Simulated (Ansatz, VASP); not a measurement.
**One calculation of Zr, two programs**

```xyz
2
Lattice="-2.1995 2.1995 1.2198 2.1995 -2.1995 1.2198 2.1995 2.1995 -1.2198" Properties=species:S:1:pos:R:3 pbc="T T T"
Zr    0.0000   -1.0997   -0.3050
Zr    0.0000    1.0997    0.3050
```

Change from the starting cell: volume scaled by 0.5, PAW files.

Alike in both runs: task single point; functional PBE; k mesh 14 × 14 × 14; occupations fermi-dirac, width 0.1 eV; no spin polarisation.

```csv
,VASP,Ansatz
version,VASP 6.6.1,Ansatz 0.2.0
potentials or method,"VASP PAW PBE potentials, release 64 (Zr_sv)","PAW with Ansatz's default frozen-core files, scalar-relativistic"
plane-wave cutoff (eV),500,420
valence electrons in the cell,24,24
```

|  | VASP | Ansatz | Ansatz less VASP |
| --- | --- | --- | --- |
| pressure (GPa) | 203.5 | 201.1 | -2.39 |
| traceless stress, the component that is largest in VASP (GPa) | -0.28 | 0.44 | +0.723 |

Both programs put the cell under a high pressure, so it lies far from rest at this level. The functional is the same, so the differences come from potentials, cutoffs and numerics.

Noted on VASP's run: the cell as given lies far from equilibrium.
